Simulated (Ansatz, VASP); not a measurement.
Given: the input of a run of VASP 6.6.1 on Sb.

The input INCAR:

```
PREC = Accurate
ENCUT = 520
EDIFF = 1E-6
ISMEAR = -1
SIGMA = 0.05
LREAL = False
LASPH = True
NELM = 80
ALGO = Normal
ISIF = 2
LWAVE = False
LCHARG = True
LELF = True
LVHAR = True
NBANDS = 12
```

The input KPOINTS:

```
Automatic mesh
0
Gamma
  9 9 5
```

Contents of POSCAR:

```
Sb
1.0
    3.4203242672      0.0000000000      0.0000000000
   -1.7101621336      2.9620877046      0.0000000000
    0.0000000000      0.0000000000      5.5774459394
Sb
2
Direct
    0.6666666667      0.3333333333      0.7500000000
    0.3333333333      0.6666666667      0.2500000000
```

Potentials or basis: VASP PAW LDA potentials, release 64 (Sb).

Launch:

```bash
$ cat potpaw_LDA.64/Sb/POTCAR > POTCAR
$ mpirun -np 1 vasp_std > vasp.out
```

Task: Translate it to Ansatz 0.2.0. Potentials there: all-electron LAPW, scalar-relativistic.

Result: As run (the cutoff follows the program's own potentials):

File input.yaml:

```yaml
crystal:
  lattice:
    - [3.4203242672, 0.0, 0.0]
    - [-1.7101621336, 2.9620877046, 0.0]
    - [0.0, 0.0, 5.5774459394]
  atoms:
    - { symbol: Sb, position: [0.6666666667, 0.3333333333, 0.75] }
    - { symbol: Sb, position: [0.3333333333, 0.6666666667, 0.25] }
kpoints:
  mp_grid: { grid: [9, 9, 5] }
scf:
  occupations: { method: fermi_dirac, width: 0.05 }
hamiltonian:
  xc: lda
  pseudopotentials: { kind: all_electron, lapw: { basis_error: 0.001 } }
output:
  forces: true
  stress: true
  eigenvalues: true
```

Potentials or basis: all-electron LAPW, scalar-relativistic.

Run with:

```bash
$ ansatz run input.yaml --threads 1 --pin off --max-ram 3072MiB --backend cpu --events-out ev --progress --plain --runs-dir out
```

Both were run:

|  | VASP | Ansatz | Ansatz less VASP |
| --- | --- | --- | --- |
| gap on the k mesh at the Fermi level (eV) | none | none | - |
| pressure (GPa) | -5.7 | -5.7 | 0.00 |
| traceless stress, the component that is largest in VASP (GPa) | -0.23 | -0.22 | +0.005 |

LDA's correlation is that of Perdew and Zunger in VASP and of Perdew and Wang (1992) in Ansatz. A gap of «none» marks a metal or a gap that the smearing closes. Ansatz ran all-electron here, and VASP with PAW potentials.

Neither program's run includes spin-orbit coupling.
